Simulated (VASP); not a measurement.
Set up this calculation in VASP 6.6.1, as the native input.

```yaml
Task: single point
Functional: PBE
Potentials_or_basis: VASP PAW PBE potentials, release 64 (Cd, Mo_sv, Mg)
Cutoff: 520 eV
k_mesh: 6 × 5 × 5
Occupations: fermi-dirac, width 0.05 eV
Spin: no spin polarisation
Dipole_correction: no
Further_INCAR_settings: ALGO = Fast; EDIFF = 1e-06; NBANDS = 29
```

The structure of Mg6CdMo lies in POSCAR:

```
Mg6CdMo
1.0
    4.9010790000      0.0000000000      0.0000000000
    0.0000000000      3.1021385000      5.3715755000
    0.0000000000     -3.1021385000      5.3715755000
Cd Mo Mg
1 1 6
Direct
    0.5000000000      0.3337690000      0.3337690000
    0.5000000000      0.8324420000      0.8324420000
    0.0000000000      0.1673600000      0.1673600000
    0.0000000000      0.6752640000      0.6752640000
    0.0000000000      0.6750590000      0.1505430000
    0.0000000000      0.1505430000      0.6750590000
    0.5000000000      0.8303000000      0.3352660000
    0.5000000000      0.3352660000      0.8303000000
```

These files were run (other wordings do the same):

INCAR

```
SYSTEM = Mg6CdMo
PREC     = Accurate       ! precision mode
ENCUT    = 520            ! plane-wave cutoff, eV
EDIFF    = 1E-6           ! SCF threshold, eV
ISMEAR   = -1             ! smearing method
SIGMA    = 0.05           ! smearing width, eV
LREAL    = .False.        ! projectors in reciprocal space
LASPH    = .True.         ! aspherical terms in the spheres
NELM     = 100            ! most SCF steps
ALGO     = Fast           ! electronic algorithm
ISIF     = 2              ! what is computed and relaxed
LWAVE    = .False.        ! write WAVECAR
LCHARG   = .False.        ! write CHGCAR
GGA      = PE             ! functional
NBANDS   = 29             ! bands
```

KPOINTS

```
Automatic mesh
0
Gamma
  6 5 5
  0 0 0
```

Potentials or basis: VASP PAW PBE potentials, release 64 (Cd, Mo_sv, Mg).

Launch:

```console
$ cat potpaw_PBE.64/Cd/POTCAR potpaw_PBE.64/Mo_sv/POTCAR potpaw_PBE.64/Mg/POTCAR > POTCAR
$ mpirun -np 1 vasp_std > vasp.out
```

It gave:

```yaml
Pressure: -0.3 GPa
Largest_force: 0.183 eV/Å
Band_gap_on_the_k_mesh: zero (bands 19 and 20 overlap by 1.06 eV)
```

Run time: 4 min on 1 thread of Oxide Virtual Turin-like Processor, with other jobs on the host, peak memory 0.35 GiB.
